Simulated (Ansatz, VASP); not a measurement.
# Two plane-wave programs on ZrTa2N4

```
CELL_PARAMETERS angstrom
0.00099 3.09029 0.00136
-0.00265 0.00237 5.19187
10.70836 0.00352 -0.00548
ATOMIC_POSITIONS crystal
Zr 0.99995 0.99920 0.50009
Zr 0.00001 0.00072 0.00009
Ta 0.50004 0.82288 0.75005
Ta 0.99972 0.64821 0.24969
Ta 0.49995 0.17716 0.25030
Ta 0.00027 0.35182 0.75000
N 0.00050 0.67964 0.63265
N 0.99955 0.31955 0.36725
N 0.50013 0.83851 0.36914
N 0.49985 0.16090 0.63085
N 0.00022 0.68025 0.86726
N 0.99984 0.32059 0.13265
N 0.49997 0.16145 0.86917
N 0.50000 0.83912 0.13080
```

Change from the starting cell: cell x1, atoms moved at random (sigma 0.15 Å) and cell strained at random (1.5 %), then relaxed without symmetry.

Alike in both runs: functional PBE; k mesh 8 × 4 × 2; occupations gaussian, width 0.2 eV; no spin polarisation.

Ansatz relaxed the structure, and its values are those at the end. VASP's run is a single point on that final structure, the one shown.

|  | VASP | Ansatz |
| --- | --- | --- |
| version | VASP 6.6.1 | Ansatz 0.2.0 |
| potentials or method | VASP PAW PBE potentials, release 64 (Zr_sv, Ta_pv, N), cutoff 520 eV | scalar-relativistic, plane waves, PAW |
| valence electrons in the cell | 108 | 116 |

|  | VASP | Ansatz | Ansatz less VASP |
| --- | --- | --- | --- |
| gap on the k mesh at the Fermi level (eV) | none | none | - |
| pressure (GPa) | 0.5 | 0.0 | -0.52 |
| rms of the force components (eV/Å) | 0.019 | 0.004 | -0.0149 |

A gap of «none» marks a metal or a gap that the smearing closes. VASP's potentials hold 108 valence electrons a cell and Ansatz's 116, so a difference there can come from the potentials and not from the codes.

Spin-orbit coupling is off throughout.
